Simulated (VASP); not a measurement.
The system is Mg.

```
Mg
1.0
     0.00000    1.89767    1.89767
     1.89767    0.00000    1.89767
     1.89767    1.89767    0.00000
Mg
1
Cartesian
  0.0000 0.0000 0.0000
```

- Program: VASP 6.6.1
- Task: relaxation of cell and atoms
- Functional: PBE
- Potentials or basis: VASP PAW PBE potentials, release 64 (Mg)
- Cutoff: 600 eV
- k mesh: 8 × 8 × 8
- Occupations: gaussian, width 0.1 eV
- Spin: no spin polarisation

At the start: pressure 51.8 GPa; volume 13.67 Å³/atom.

Problem. Where does the relaxation end?

Solution. Over 4 steps the energy falls by 987.1 meV/atom and the volume is 23.14 Å³/atom (+69.3 %); space group Fm-3m (No. 225, to 0.05 Å).

Step by step:
| step | energy change (eV) | largest force (eV/Å) | pressure (GPa) | volume (Å³) |
| --- | --- | --- | --- | --- |
| 1 | 0.0000 | 0.0000 | 51.76 | 13.67 |
| 2 | -0.9801 | 0.0000 | -1.69 | 24.39 |
| 3 | -0.9861 | 0.0000 | 0.73 | 22.66 |
| 4 | -0.9871 | 0.0000 | -0.04 | 23.14 |

Final structure:
```xyz
1
Lattice="0.0000 2.2619 2.2619 2.2619 0.0000 2.2619 2.2619 2.2619 0.0000" Properties=species:S:1:pos:R:3 pbc="T T T"
Mg    0.0000    0.0000    0.0000
```

Caveat: the volume moved by over 15 % at a fixed basis, so the end points are rough.
